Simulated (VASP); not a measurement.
Here is a VASP 6.6.1 calculation.

Contents of INCAR:

```
SYSTEM = CoO
  PREC = Accurate
  ENCUT = 600
  EDIFF = 1E-6
  ISMEAR = 0
  SIGMA = 0.05
  LREAL = .FALSE.
  LASPH = .TRUE.
  NELM = 150
  ALGO = Normal
  ISIF = 4
  LWAVE = .FALSE.
  LCHARG = .FALSE.
  ISPIN = 2
  MAGMOM = 2.89 0.23
  LORBIT = 11
  LMAXMIX = 4
  LDAU = .TRUE.
  LDAUTYPE = 2
  LDAUL = 2 -1
  LDAUU = 3.3 0
  LDAUJ = 0 0
  LDAUPRINT = 1
  GGA = RE
  IVDW = 12
  IBRION = 2
  NSW = 60
  EDIFFG = -0.01
```

File KPOINTS:

```
Automatic mesh
0
G
  10 10 10
  0 0 0
```

Contents of POSCAR:

```
CoO
1.0
   -1.5460280230      1.5462367320      2.1853013300
    1.5155807019     -1.5462367320      2.1635378454
    1.5460280230      1.5462367320     -2.1853013300
Co O
1 1
Direct
    0.0000000000      0.0000000000      0.0000000000
    0.5000000000      0.5000000000      0.0000000000
```

Potentials or basis: VASP PAW PBE potentials, release 64 (Co, O).

Command:

```sh
$ cat potpaw_PBE.64/Co/POTCAR potpaw_PBE.64/O/POTCAR > POTCAR
$ mpirun -np 1 vasp_std > vasp.out
```

**Question.** What does it give for the band gap on the k mesh?

**Answer.** Zero (filled and empty bands overlap).

**Question.** Estimate the dispersion energy per atom.

**Answer.** -0.474 eV.

**Question.** Estimate the net moment.

**Answer.** 3.00 μB per cell.

**Question.** Estimate the site moments.

**Answer.** Co +2.73; O +0.24 μB.

Eigenvalues of the final occupation matrices:
```tsv
site	spin	trace	eigenvalues
site 1 d	1	4.91	0.97 0.97 0.97 1.00 1.00
site 1 d	2	2.21	0.11 0.11 0.51 0.51 0.96
```

Caveat: a cell with one magnetic atom can't hold antiferromagnetic order, which such compounds often take. The state reached can hang on the start; a lower one may exist.
